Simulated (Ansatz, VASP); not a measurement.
Two plane-wave programs on WC

File INCAR:

```
PREC = Accurate ; ENCUT = 520
EDIFF = 1E-6 ; ISMEAR = 0
SIGMA = 0.15 ; LREAL = F
LASPH = T ; NELM = 60
ALGO = Normal ; ISIF = 2
LWAVE = F ; LCHARG = F
GGA = PE ; NBANDS = 16
```

File KPOINTS:

```
regular mesh
0
Gamma
  18 18 16
```

POSCAR

```
WC
1.0
    2.9005014360      0.0000000000      0.0000000000
   -1.4502507180      2.5119079273      0.0000000000
    0.0000000000      0.0000000000      2.8290000000
W C
1 1
Direct
   -0.0576808060     -0.0422252806     -0.1060445387
    0.6666666667      0.3333333333      0.5000000000
```

Input for Ansatz:

```yaml
crystal:
  lattice:
    - [2.900501436, 0.0, 0.0]
    - [-1.450250718, 2.5119079273, 0.0]
    - [0.0, 0.0, 2.829]
  atoms:
    - { symbol: W, position: [-0.057680806, -0.0422252806, -0.1060445387] }
    - { symbol: C, position: [0.6666666667, 0.3333333333, 0.5] }
basis:
  ecutwfc: 420
kpoints:
  mp_grid: { grid: [18, 18, 16] }
hamiltonian:
  xc: pbe
scf:
  occupations: { method: gaussian, width: 0.15 }
output:
  forces: true
  stress: true
  eigenvalues: true
```

Alike in both runs: task single point; functional PBE; k mesh 18 × 18 × 16; occupations gaussian, width 0.15 eV; no spin polarisation.

|  | VASP | Ansatz |
| --- | --- | --- |
| version | VASP 6.6.1 | Ansatz 0.2.0 |
| potentials or method | VASP PAW PBE potentials, release 64 (W_sv, C), cutoff 520 eV | scalar-relativistic, plane waves, PAW |
| valence electrons in the cell | 18 | 18 |

```tsv
	VASP	Ansatz	Ansatz less VASP
gap on the k mesh at the Fermi level (eV)	none	none	-
rms of the force components (eV/Å)	3.442	3.412	-0.0295
```

Atom by atom the forces differ by 0.030 eV/Å (rms over components). A gap of «none» marks a metal or a gap that the smearing closes. The functional is the same, so the differences come from potentials, cutoffs and numerics.

Neither program's run includes spin-orbit coupling.
